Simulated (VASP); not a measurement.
Write the native input for VASP 6.6.1 that does the following.

```yaml
Task: single point
Functional: LDA
Potentials_or_basis: VASP PAW LDA potentials, release 64 (Li_sv, H, Pd)
Cutoff: 520 eV
k_mesh: 10 × 10 × 7
Occupations: gaussian, width 0.15 eV
Spin: no spin polarisation
Dipole_correction: no
Further_INCAR_settings: ALGO = Normal; EDIFF = 1e-06; NBANDS = 14
```

The structure of LiHPd lies in POSCAR:

```
LiHPd
1.0
    2.6835458834      0.0000000000      0.0000000000
    0.0000000000      2.6835458834      0.0000000000
    0.0000000000      0.0000000000      3.7695746867
Li H Pd
1 1 1
Direct
    0.5000000000      0.5000000000      0.5000000000
    0.5000000000      0.5000000000      0.0000000000
    0.0000000000      0.0000000000      0.0000000000
```

The input as run:

INCAR

```
PREC     = Accurate       # precision mode
ENCUT    = 520            # plane-wave cutoff, eV
EDIFF    = 1E-6           # SCF threshold, eV
ISMEAR   = 0              # smearing method
SIGMA    = 0.15           # smearing width, eV
LREAL    = F              # projectors in reciprocal space
LASPH    = T              # aspherical terms in the spheres
NELM     = 60             # most SCF steps
ALGO     = Normal         # electronic algorithm
ISIF     = 2              # what is computed and relaxed
LWAVE    = F              # write WAVECAR
LCHARG   = F              # write CHGCAR
GGA      = CA             # functional
NBANDS   = 14             # bands
```

KPOINTS

```
regular mesh
0
Gamma
  10 10 7
```

Potentials or basis: VASP PAW LDA potentials, release 64 (Li_sv, H, Pd).

The run is started by

```bash
$ cat potpaw_LDA.64/Li_sv/POTCAR potpaw_LDA.64/H/POTCAR potpaw_LDA.64/Pd/POTCAR > POTCAR
$ mpirun -np 1 vasp_std > vasp.out
```

Results of the run:

```yaml
Band_gap_on_the_k_mesh: zero (band 7 reaches 11.62 eV, above the bottom of band 8 at 5.69 eV)
```

Run time: 10 s on 1 thread of Intel(R) Xeon(R) 6975P-C (Granite Rapids) (shared host), peak memory 0.14 GiB.
